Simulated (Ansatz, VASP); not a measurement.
# Two plane-wave programs on RbBr

The input POSCAR:

```
RbBr
1.0
   -0.1369801859      3.7325165899      3.7325165899
    3.7325165899     -0.1369801859      3.7325165899
    3.7325165899      3.7325165899     -0.1369801859
Rb Br
1 1
Direct
   -0.0051072763     -0.0051072763     -0.0051072763
    0.2551072763      0.2551072763      0.2551072763
```

The input INCAR.step1:

```
PREC = Accurate ; ENCUT = 520
ISMEAR = 0 ; SIGMA = 0.01
LREAL = False ; LASPH = True
NELM = 100 ; NBANDS = 15
GGA = PE ; ALGO = Normal
EDIFF = 1E-4 ; LWAVE = True
LCHARG = False
```

INCAR.step2

```
PREC = Accurate ; ENCUT = 520
EDIFF = 1E-7 ; ISMEAR = 0
SIGMA = 0.01 ; LREAL = False
LASPH = True ; NELM = 100
ALGO = Normal ; ISIF = 2
LWAVE = False ; LCHARG = False
METAGGA = R2SCAN ; LMIXTAU = True
NBANDS = 15 ; ISTART = 1
```

The input KPOINTS:

```
regular mesh
0
Gamma
  6 6 6
```

Input for Ansatz:

```yaml
crystal:
  lattice:
    - [-0.1369801859, 3.7325165899, 3.7325165899]
    - [3.7325165899, -0.1369801859, 3.7325165899]
    - [3.7325165899, 3.7325165899, -0.1369801859]
  atoms:
    - { symbol: Rb, position: [-0.0051072763, -0.0051072763, -0.0051072763] }
    - { symbol: Br, position: [0.2551072763, 0.2551072763, 0.2551072763] }
kpoints:
  mp_grid: { grid: [6, 6, 6] }
  band_path:
    path:
      - [0.0, 0.0, 0.0]
      - [-0.5, -0.5, 0.0]
      - [-0.375, -0.375, 0.25]
      - [-0.375, 0.0, 0.375]
      - [0.0, 0.0, 0.5]
      - [-0.5, -0.25, 0.25]
    npoints: 1
hamiltonian:
  xc: r2scan
scf:
  occupations: { method: fixed }
  n_extra_bands: 4
output:
  forces: true
  stress: true
  eigenvalues: true
```

Change from the starting cell: shear_111 strain -5.3%.

Alike in both runs: task single point; functional r2SCAN; k mesh 6 × 6 × 6; no spin polarisation.

|  | VASP | Ansatz |
| --- | --- | --- |
| version | VASP 6.6.1 | Ansatz 0.2.0 |
| potentials or method | VASP PAW PBE potentials, release 64 (Rb_sv, Br) | plane waves, PAW |
| plane-wave cutoff (eV) | 520 | 500 |
| occupations | gaussian, width 0.01 eV | fixed |
| valence electrons in the cell | 16 | 16 |

|  | VASP | Ansatz | Ansatz less VASP |
| --- | --- | --- | --- |
| gap on the k mesh at the Fermi level (eV) | 4.68 | 4.68 | 0.000 |
| pressure (GPa) | 0.5 | 0.5 | -0.01 |
| rms of the force components (eV/Å) | 0.004 | 0.004 | +0.0001 |

VASP's potentials were made for PBE, not for r2SCAN. Atom by atom the forces differ by 0.000 eV/Å (rms over components).
